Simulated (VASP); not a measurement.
# Al (I4/mmm) in VASP: notebook

Runs on Al. Level: LDA. Tasks: single point.

Everything below comes from runs of VASP 6.6.1. Logs are shortened: lines on timing, memory, paths and dates and some standing lists are left out, and cuts for length are marked.

## 1. The cell of the first run

It takes space group I4/mmm (No. 139, tetragonal). The conventional cell has a = 2.865 Å, b = 2.865 Å, c = 4.163 Å, α = 90.00°, β = 90.00°, γ = 90.00°. Within 3.8 Å of Al (site symmetry 4/mmm) lie 12 Al at 2.86 to 2.90 Å.

## 2. Single point, LDA (volume 17.083 Å^3 an atom, c/a of the conventional cell 1.4530)

File INCAR:

```
SYSTEM = Al
PREC     = Accurate       ! precision mode
ENCUT    = 520            ! plane-wave cutoff, eV
EDIFF    = 1E-6           ! SCF threshold, eV
ISMEAR   = 0              ! smearing method
SIGMA    = 0.15           ! smearing width, eV
LREAL    = .FALSE.        ! projectors in reciprocal space
LASPH    = .TRUE.         ! aspherical terms in the spheres
NELM     = 100            ! most SCF steps
ALGO     = Fast           ! electronic algorithm
ISIF     = 2              ! what is computed and relaxed
LWAVE    = .FALSE.        ! write WAVECAR
LCHARG   = .FALSE.        ! write CHGCAR
NBANDS   = 8              ! bands
```

File KPOINTS:

```
Automatic mesh
0
G
  22 22 22
  0 0 0
```

File POSCAR:

```
Al
1.0
   -1.4324501319      1.4324501319      2.0813500417
    1.4324501319     -1.4324501319      2.0813500417
    1.4324501319      1.4324501319     -2.0813500417
Al
1
Direct
    0.0000000000      0.0000000000      0.0000000000
```

Potentials or basis: VASP PAW LDA potentials, release 64 (Al).

On the command line:

```console
$ cat potpaw_LDA.64/Al/POTCAR > POTCAR
$ mpirun -np 1 vasp_std > vasp.out
```

OUTCAR:

```text
SYSTEM = Al
   PREC = Accurate
   ENCUT = 520
   EDIFF = 1E-6
   ISMEAR = 0
   LREAL = .FALSE.
   LASPH = .TRUE.
   NELM = 100
   ISIF = 2

 ion  position               nearest neighbor table
   1  0.000  0.000  0.000-

  LATTYP: Found a body centered tetragonal cell.
 ALAT       =     2.8649002638
 C/A-ratio  =     1.4530000000

  Lattice vectors:

 A1 = (  -1.4324501319,   1.4324501319,   2.0813500417)
 A2 = (   1.4324501319,  -1.4324501319,   2.0813500417)
 A3 = (   1.4324501319,   1.4324501319,  -2.0813500417)

Analysis of symmetry for initial positions (statically):
=====================================================================
 Subroutine PRICEL returns:
 Original cell was already a primitive cell.

 Routine SETGRP: Setting up the symmetry group for a
 body centered tetragonal supercell.

 Subroutine GETGRP returns: Found 16 space group operations
 (whereof 16 operations were pure point group operations)
 out of a pool of 16 trial point group operations.

The static configuration has the point symmetry D_4h.

Analysis of symmetry for dynamics (positions and initial velocities):
=====================================================================
 Subroutine PRICEL returns:
 Original cell was already a primitive cell.

 Routine SETGRP: Setting up the symmetry group for a
 body centered tetragonal supercell.

 Subroutine GETGRP returns: Found 16 space group operations
 (whereof 16 operations were pure point group operations)
 out of a pool of 16 trial point group operations.

The dynamic configuration has the point symmetry D_4h.

 Subroutine INISYM returns: Found 16 space group operations
 (whereof 16 operations are pure point group operations),
 and found     1 'primitive' translations

----------------------------------------------------------------------------------------

                                     Primitive cell

  volume of cell :      17.0830

  direct lattice vectors                    reciprocal lattice vectors
    -1.432450132  1.432450132  2.081350042     0.000000000  0.349052291  0.240228693
     1.432450132 -1.432450132  2.081350042     0.349052291  0.000000000  0.240228693
     1.432450132  1.432450132 -2.081350042     0.349052291  0.349052291  0.000000000

  length of vectors
     2.904452574  2.904452574  2.904452574     0.423730252  0.423730252  0.493634484

  position of ions in fractional coordinates (direct lattice)
     0.000000000  0.000000000  0.000000000

  ion indices of the primitive-cell ions
   primitive index   ion index
                 1           1

----------------------------------------------------------------------------------------

 KPOINTS: Automatic mesh

Automatic generation of k-mesh.
 Grid dimensions read from file:
 generate k-points for:   22   22   22

 Generating k-lattice:

  Cartesian coordinates                     Fractional coordinates (reciprocal lattice)
     0.000000000  0.015866013  0.010919486     0.045454545 -0.000000000  0.000000000
     0.015866013  0.000000000  0.010919486    -0.000000000  0.045454545  0.000000000
     0.015866013  0.015866013  0.000000000     0.000000000  0.000000000  0.045454545

  Length of vectors
     0.019260466  0.019260466  0.022437931

  Shift w.r.t. Gamma in fractional coordinates (k-lattice)
     0.000000000  0.000000000  0.000000000

 Subroutine IBZKPT returns following result:
 ===========================================

 Found    834 irreducible k-points:

 Following reciprocal coordinates:
            Coordinates               Weight
  0.000000  0.000000  0.000000      1.000000
  0.045455  0.000000 -0.000000      8.000000
  0.090909  0.000000 -0.000000      8.000000
  0.136364  0.000000 -0.000000      8.000000
  0.181818  0.000000 -0.000000      8.000000
  0.227273  0.000000 -0.000000      8.000000
[... 16 lines left out ...]
  0.500000  0.045455 -0.000000     16.000000
 -0.454545  0.045455  0.000000     16.000000
 [... further k-points ...]
   k-points           NKPTS =    834   k-points in BZ     NKDIM =    834   number of bands    NBANDS=      8
   number of dos      NEDOS =    301   number of ions     NIONS =      1
   total plane-waves  NPLWV =  13824
   dimension x,y,z NGX =    24 NGY =   24 NGZ =   24
   dimension x,y,z NGXF=    48 NGYF=   48 NGZF=   48
   ions per type =               1
   NGX,Y,Z   is equivalent  to a cutoff of  13.74, 13.74, 13.74 a.u.
   NGXF,Y,Z  is equivalent  to a cutoff of  27.47, 27.47, 27.47 a.u.
 SYSTEM =  Al
   PREC   = accura    normal or accurate (medium, high low for compatibility)
   ISTART =      0    job   : 0-new  1-cont  2-samecut
   ICHARG =      2    charge: 1-file 2-atom 10-const
   ISPIN  =      1    spin polarized calculation?
   LNONCOLLINEAR =      F non collinear calculations
   LSORBIT =      F    spin-orbit coupling
   LASPH  =      T    aspherical Exc in radial PAW
   ENCUT  =  520.0 eV  38.22 Ry    6.18 a.u.   5.40  5.40  5.40*2*pi/ulx,y,z
   NELM   =    100;   NELMIN=  2; NELMDL= -5     # of ELM steps
   EDIFF  = 0.1E-05   stopping-criterion for ELM
   LREAL  =      F    real-space projection
   EDIFFG = 0.1E-04   stopping-criterion for IOM
   NSW    =      0    number of steps for IOM
   IBRION =     -1    ionic relax: 0-MD 1-quasi-New 2-CG
   NFREE  =      0    steps in history (QN), initial steepest desc. (CG)
   ISIF   =      2    stress and relaxation
   ISYM   =      2    0-nonsym 1-usesym 2-fastsym
   POTIM  = 0.5000    time-step for ionic-motion
   TEBEG  =    0.0;   TEEND  =   0.0 temperature during run
   PSTRESS=    0.0 pullay stress
   NELECT =       3.0000    total number of electrons
   NUPDOWN=      -1.0000    fix difference up-down
   EMIN   =  10.00;   EMAX   =-10.00  energy-range for DOS
   EFERMI =   0.00;   METHOD = LEGACY
   ISMEAR =     0;   SIGMA  =   0.15  broadening in eV -4-tet -1-fermi 0-gaus
   EFERMI_NEDOS =   21; number of points for ismear=-14 and -15
   IALGO  =     68    algorithm
   IMIX   =      4    mixing-type and parameters
     AMIX     =   0.40;   BMIX     =  1.00
     AMIX_MAG =   1.60;   BMIX_MAG =  1.00
  volume/ion in A,a.u.               =      17.08       115.28
  Fermi-wavevector in a.u.,A,eV,Ry     =   0.916770  1.732445 11.435258  0.840468
  Thomas-Fermi vector in A             =   2.041663
   LORBIT       =      0    0 simple, 1 ext, 2 COOP (PROOUT), +10 PAW based schemes
   GGA     = CA    functional components
   LHFCALC =     F    Hartree Fock is set to
   AEXX    =    0.0000 exact exchange contribution
   IVDW    =     0    specifies the selected vdW correction
   LEPSILON=     F    determine dielectric tensor
   LRPA    =     F    only Hartree local field effects (RPA)
 non-spin polarized calculation
 RMM-DIIS sequential band-by-band and
 Gauss-broadening in eV      SIGMA  =   0.15
  energy-cutoff  :      520.00
  volume of cell :       17.08
 maximum number of plane-waves:       479
 NGX is ok and might be reduce to    24
   NGX = 11   NGY = 11   NGZ = 11

 number of electron       3.0000000 magnetization

 Free energy of the ion-electron system (eV)
  ---------------------------------------------------
  ext. energy  EPLUGINS =         0.00000000
  ---------------------------------------------------
  free energy    TOTEN  =        -4.17050508 eV

  energy without entropy =       -4.16577080  energy(sigma->0) =       -4.16813794

 E-fermi :   7.4126     XC(G=0): -10.2160

 val. band max:        7.4110434248   @ k =   0.3182   0.3182   0.0909
 cond. band min:       7.4223486162   @ k =   0.3636   0.3182   0.0909
 fundamental gap:      0.0113051914
 Fermi energy:         7.4125682343

 k-point     1 :       0.0000    0.0000    0.0000
  band No.  band energies     occupation
      1      -3.4275      2.00000
      2      19.6342      0.00000
      3      19.9277      0.00000
      4      19.9277      0.00000
      5      20.8601      0.00000
      6      20.8601      0.00000
      7      20.9285      0.00000
      8      23.8101      0.00000

 k-point     2 :       0.0455    0.0000   -0.0000
  band No.  band energies     occupation
      1      -3.3728      2.00000
      2      18.6285      0.00000
      3      19.4691      0.00000
      4      19.6414      0.00000
      5      21.2312      0.00000
      6      21.2507      0.00000
      7      21.4963      0.00000
      8      24.3577      0.00000

 k-point     3 :       0.0909    0.0000   -0.0000
  band No.  band energies     occupation
      1      -3.2085      2.00000
      2      16.8917      0.00000
      3      18.9938      0.00000
      4      19.1982      0.00000
      5      21.7360      0.00000
      6      21.9195      0.00000
      7      21.9367      0.00000
      8      24.7353      0.00000

 k-point     4 :       0.1364    0.0000   -0.0000
  band No.  band energies     occupation
      1      -2.9353      2.00000
      2      15.0985      0.00000
      3      18.5580      0.00000
      4      18.8034      0.00000
      5      21.7035      0.00000
      6      22.5262      0.00000
      7      22.6640      0.00000
      8      24.1318      0.00000

 k-point     5 :       0.1818    0.0000   -0.0000
  band No.  band energies     occupation
      1      -2.5536      2.00000
      2      13.3320      0.00000
      3      18.1963      0.00000
      4      18.4880      0.00000
      5      21.5895      0.00000
      6      22.3436      0.00000
      7      23.0576      0.00000
      8      24.4044      0.00000

 k-point     6 :       0.2273    0.0000   -0.0000
  band No.  band energies     occupation
      1      -2.0643      2.00000
      2      11.6216      0.00000
      3      17.9187      0.00000
      4      18.2597      0.00000
      5      21.4808      0.00000
      6      21.6334      0.00000
      7      22.5369      0.00000
      8      25.1778      0.00000

 k-point     7 :       0.2727    0.0000   -0.0000
  band No.  band energies     occupation
      1      -1.4685      2.00000
      2       9.9818      0.00000
      3      17.7290      0.00000
      4      18.1211      0.00000
      5      20.8808      0.00000
      6      21.4182      0.00000
      7      21.7707      0.00000
      8      25.4738      0.00000
[... 133 lines left out ...]
 k-point    20 :       0.3636    0.0455   -0.0000
  band No.  band energies     occupation
      1       0.3656      2.00000
      2       6.5333      2.00000
      3      16.8075      0.00000
      4      18.3954      0.00000
      5      18.9324      0.00000
      6      20.2909      0.00000
      7      21.9167      0.00000
      8      24.5252      0.00000

 k-point    21 :       0.4091    0.0455   -0.0000
  band No.  band energies     occupation
      1       1.3047      2.00000
      2       5.1754      2.00000
      3      16.9691      0.00000
      4      17.9888      0.00000
      5      18.9485      0.00000
      6      19.7279      0.00000
      7      22.1041      0.00000
      8      23.9451      0.00000

 k-point    22 :       0.4545    0.0455   -0.0000
  band No.  band energies     occupation
      1       2.3432      2.00000
      2       3.9101      2.00000
      3      17.2199      0.00000
      4      17.5939      0.00000
      5      19.1347      0.00000
      6      19.2596      0.00000
      7      22.3651      0.00000
      8      23.4628      0.00000

 k-point    23 :       0.5000    0.0455   -0.0000
  band No.  band energies     occupation
      1       2.7370      2.00000
      2       3.4820      2.00000
      3      17.2562      0.00000
      4      17.5779      0.00000
      5      18.8773      0.00000
      6      19.4398      0.00000
      7      22.6082      0.00000
      8      23.1778      0.00000

 k-point    24 :      -0.4545    0.0455    0.0000
  band No.  band energies     occupation
      1       1.6641      2.00000
      2       4.7132      2.00000
      3      17.0232      0.00000
      4      17.9954      0.00000
      5      18.6097      0.00000
      6      19.8356      0.00000
      7      22.5237      0.00000
      8      23.4007      0.00000

 [... further k-points ...]
[... 5 lines left out ...]
  --------------------------------------------------------------------------------------
  -------------------------------------------------------------------------------------
  Total       -0.5184654     -0.5184654     -0.6829674      0.0000000      0.0000000      0.0000000
  in kB      -48.6257418    -48.6257418    -64.0540218      0.0000000      0.0000000      0.0000000
  external PRESSURE =     -53.7685018 kB  Pullay stress =       0.0000000 kB

 VOLUME and BASIS-vectors are now :
 -----------------------------------------------------------------------------
  energy-cutoff  :      520.00
  volume of cell :       17.08
      direct lattice vectors                 reciprocal lattice vectors
    -1.432450132  1.432450132  2.081350042     0.000000000  0.349052291  0.240228693
     1.432450132 -1.432450132  2.081350042     0.349052291  0.000000000  0.240228693
     1.432450132  1.432450132 -2.081350042     0.349052291  0.349052291  0.000000000

 POSITION                                       TOTAL-FORCE (eV/Angst)
 -----------------------------------------------------------------------------------
      0.00000      0.00000      0.00000         0.000000     -0.000000     -0.000000
 -----------------------------------------------------------------------------------
    total drift:                                0.000000     -0.000000     -0.000000

  FREE ENERGIE OF THE ION-ELECTRON SYSTEM (eV)
  ---------------------------------------------------
  free  energy   TOTEN  =        -4.1705050788 eV

  energy  without entropy=       -4.1657708021  energy(sigma->0) =       -4.16813794
```

Wall time 88 s (1 thread of AMD EPYC 9R45 (Zen 5), shared host); peak memory 0.17 GiB.

Results:

```yaml
Free_energy: -4.1705 eV
Pressure: -5.4 GPa
```

Stress tensor (GPa, compression positive):
```
-4.86  0.00  0.00
 0.00 -4.86  0.00
 0.00  0.00 -6.41
```

## 3. Single point, LDA (volume 17.515 Å^3 an atom, c/a of the conventional cell 1.4530)

File INCAR:

```
SYSTEM = Al
ALGO     = Normal         ! electronic algorithm
EDIFF    = 1E-7           ! SCF threshold, eV
ENCUT    = 520            ! plane-wave cutoff, eV
ISIF     = 2              ! what is computed and relaxed
ISMEAR   = 0              ! smearing method
LASPH    = .True.         ! aspherical terms in the spheres
LCHARG   = .False.        ! write CHGCAR
LREAL    = .False.        ! projectors in reciprocal space
LWAVE    = .False.        ! write WAVECAR
NBANDS   = 8              ! bands
NELM     = 60             ! most SCF steps
PREC     = Accurate       ! precision mode
SIGMA    = 0.15           ! smearing width, eV
```

File KPOINTS:

```
k-points
0
Gamma
  22 22 22
  0 0 0
```

File POSCAR:

```
Al
1.0
   -1.4444244971      1.4444244971      2.0987487943
    1.4444244971     -1.4444244971      2.0987487943
    1.4444244971      1.4444244971     -2.0987487943
Al
1
Direct
    0.0000000000      0.0000000000      0.0000000000
```

Potentials or basis: VASP PAW LDA potentials, release 64 (Al).

On the command line:

```console
$ cat potpaw_LDA.64/Al/POTCAR > POTCAR
$ mpirun -np 1 vasp_std > vasp.out
```

Run time: 72 s. Hardware: 1 thread of AMD EPYC 9R45 (Zen 5), shared host; peak memory 0.17 GiB.

Results (log left out):

| Item | Value |
| --- | --- |
| Free energy | -4.1542 eV |
| Pressure | -6.7 GPa |

Stress tensor (GPa, compression positive):
```
-6.27  0.00  0.00
 0.00 -6.27  0.00
 0.00  0.00 -7.63
```

Levels at points of the mesh, in eV from the Fermi level:
```tsv
k point	band 1	band 2	band 3	band 4
(0.00, 0.00, 0.00)	-10.67	12.10	12.39	12.39
(0.50, 0.00, 0.00)	-4.29	-4.28	10.30	10.88
(0.50, 0.50, 0.00)	-2.60	-1.41	5.05	5.23
(0.50, 0.50, 0.50)	-2.96	-1.95	5.51	5.61
```
